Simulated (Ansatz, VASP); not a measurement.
**HfSiO4 in VASP and in Ansatz**

```
Hf Si O
1.0
     0.00000    3.45596    3.45596
     3.45596    0.00000    3.45596
     3.45596    3.45596    0.00000
Hf Si O
1 1 4
Direct
  0.50000 0.50000 0.50000
  0.00000 0.00000 0.00000
  0.39685 0.86772 0.86772
  0.86772 0.86772 0.86772
  0.86772 0.86772 0.39685
  0.86772 0.39685 0.86772
```

Change from the starting cell: species swapped into the TlClO4 type (F-43m, No. 216).

Alike in both runs: functional PBE; k mesh 10 × 10 × 10; occupations gaussian, width 0.01 eV; no spin polarisation.

Ansatz relaxed the structure, and its values are those at the end. VASP's run is a single point on that final structure, the one shown.

```csv
,VASP,Ansatz
version,VASP 6.6.1,Ansatz 0.2.0
potentials or method,"VASP PAW PBE potentials, release 64 (Hf_pv, Si, O), cutoff 520 eV","scalar-relativistic, plane waves, PAW"
valence electrons in the cell,38,54
```

Ansatz gave:

- gap on the k mesh at the Fermi level (eV): 0.14
- least direct gap on the mesh (eV): 0.16
- pressure (GPa): 0.0
- rms of the force components (eV/Å): 0.004

Which values does VASP return?

gap on the k mesh at the Fermi level (eV): 0.13; least direct gap on the mesh (eV): 0.15; pressure (GPa): 0.1; rms of the force components (eV/Å): 0.050.

VASP's potentials hold 38 valence electrons a cell and Ansatz's 54, so a difference there can come from the potentials and not from the codes.

Spin-orbit coupling is off throughout.
